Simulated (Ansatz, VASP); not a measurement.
**Two plane-wave programs on ZrSi2**

```
Zr Si
1.0
     3.78433    0.00000    0.00000
     0.00000    3.78433    0.00000
     0.00000    0.00000    7.17267
Zr Si
2 4
Direct
  0.00000 0.50000 0.69491
  0.50000 0.00000 0.30509
  0.00000 0.00000 0.00000
  0.50000 0.50000 0.00000
  0.00000 0.50000 0.31443
  0.50000 0.00000 0.68557
```

Change from the starting cell: species swapped into the GdTe2 type (P4/nmm, No. 129).

Alike in both runs: functional PBE; k mesh 5 × 5 × 3; occupations gaussian, width 0.2 eV; no spin polarisation.

Ansatz relaxed the structure, and its values are those at the end. VASP's run is a single point on that final structure, the one shown.

|  | VASP | Ansatz |
| --- | --- | --- |
| version | VASP 6.6.1 | Ansatz 0.2.0 |
| potentials or method | VASP PAW PBE potentials, release 64 (Zr_sv, Si), cutoff 500 eV | scalar-relativistic, plane waves, PAW |
| valence electrons in the cell | 40 | 40 |

VASP gave:

| Property | Result |
| --- | --- |
| gap on the k mesh at the Fermi level (eV) | none |
| pressure (GPa) | 0.2 |
| rms of the force components (eV/Å) | 0.021 |

Which values does Ansatz return?

gap on the k mesh at the Fermi level (eV): none; pressure (GPa): 0.1; rms of the force components (eV/Å): 0.022.

A gap of «none» marks a metal or a gap that the smearing closes. The functional is the same, so the differences come from potentials, cutoffs and numerics.
